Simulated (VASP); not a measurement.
ScGa3As2, 6 atoms in the cell. It takes space group P6/mmm (No. 191, hexagonal). The conventional cell has a = 4.998 Å, b = 4.998 Å, c = 5.636 Å, α = 90.00°, β = 90.00°, γ = 120.00°. Within 3.7 Å of Sc (site symmetry 6/mmm) lie 8 Ga at 2.82 to 2.89 Å. Ga (site symmetry -6m2) has 2 As at 2.82 Å and 3 Sc at 2.89 Å and 3 Ga at 2.89 Å within 3.7 Å. Within 3.7 Å of Ga (site symmetry 6/mmm) lie 2 Sc at 2.82 Å and 6 As at 2.89 Å. Within 3.7 Å of As (site symmetry -6m2) lie 5 Ga at 2.82 to 2.89 Å and 3 As at 2.89 Å. 

| Quantity | Value |
| --- | --- |
| Program | VASP 6.6.1 |
| Task | single point |
| Functional | PBE |
| Potentials or basis | VASP PAW PBE potentials, release 64 (Sc_sv, Ga_d, As) |
| Cutoff | 520 eV |
| k mesh | 6 × 6 × 4 |
| Occupations | gaussian, width 0.1 eV |
| Spin | no spin polarisation |
| Dipole correction | no |
| Further INCAR settings | ALGO = Normal; EDIFF = 1e-07; NBANDS = 39 |

Potentials or basis: VASP PAW PBE potentials, release 64 (Sc_sv, Ga_d, As).

The run is started by

```bash
$ cat potpaw_PBE.64/Sc_sv/POTCAR potpaw_PBE.64/Ga_d/POTCAR potpaw_PBE.64/As/POTCAR > POTCAR
$ mpirun -np 1 vasp_std > vasp.out
```

Hardware: 1 thread of Intel(R) Xeon(R) Platinum 8488C (Sapphire Rapids) (shared host).

Q: How long does it take, and how much memory?

A: Run time: 94 s on 1 thread of Intel(R) Xeon(R) Platinum 8488C (Sapphire Rapids) (shared host), peak memory 0.3 GiB. Counts: scf iterations 15, k points 21.
